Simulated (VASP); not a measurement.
Set up this calculation in VASP 6.6.1, as the native input.

| Quantity | Value |
| --- | --- |
| Task | single point |
| Functional | PBE |
| Potentials or basis | VASP PAW PBE potentials, release 64 (Hf_pv) |
| Cutoff | 520 eV |
| k mesh | 4 × 4 × 4 |
| Occupations | gaussian, width 0.1 eV |
| Spin | no spin polarisation |
| Dipole correction | no |
| Further INCAR settings | ALGO = Fast; EDIFF = 1e-06; NBANDS = 22 |

The structure of Hf lies in POSCAR:

```
Hf
1.0
    4.1943404700      0.0000000000      0.0000000000
    0.0000000000      4.1943404700      0.0000000000
    0.0000000000      0.0000000000      4.1943404700
Hf
3
Direct
    0.0000000000      0.5000000000      0.5000000000
    0.5000000000      0.0000000000      0.5000000000
    0.5000000000      0.5000000000      0.0000000000
```

The cell was built from a structure type or drawn by symmetry, and may not be a known phase.

These files were run (other wordings do the same):

INCAR

```
SYSTEM = Hf
PREC     = Accurate       ! precision mode
ENCUT    = 520            ! plane-wave cutoff, eV
EDIFF    = 1E-6           ! SCF threshold, eV
ISMEAR   = 0              ! smearing method
SIGMA    = 0.1            ! smearing width, eV
LREAL    = .FALSE.        ! projectors in reciprocal space
LASPH    = .TRUE.         ! aspherical terms in the spheres
NELM     = 100            ! most SCF steps
ALGO     = Fast           ! electronic algorithm
ISIF     = 2              ! what is computed and relaxed
LWAVE    = .FALSE.        ! write WAVECAR
LCHARG   = .FALSE.        ! write CHGCAR
GGA      = PE             ! functional
NBANDS   = 22             ! bands
```

KPOINTS

```
Automatic mesh
0
G
  4 4 4
  0 0 0
```

Potentials or basis: VASP PAW PBE potentials, release 64 (Hf_pv).

Run with:

```bash
$ cat potpaw_PBE.64/Hf_pv/POTCAR > POTCAR
$ mpirun -np 1 vasp_std > vasp.out
```

Results of the run:

```yaml
Pressure: 4.2 GPa
Band_gap_on_the_k_mesh: zero (bands 15 and 16 overlap by 2.79 eV)
```

Caveat: the k points lie up to 0.37 Å⁻¹ apart, too coarse for converged energies and pressures of a metal; spin-orbit coupling is left out, which moves the levels of the heavy elements.

Run time: 8.8 s on 1 thread of Intel(R) Xeon(R) Platinum 8559C (Emerald Rapids), with other jobs on the host, peak memory 0.17 GiB.
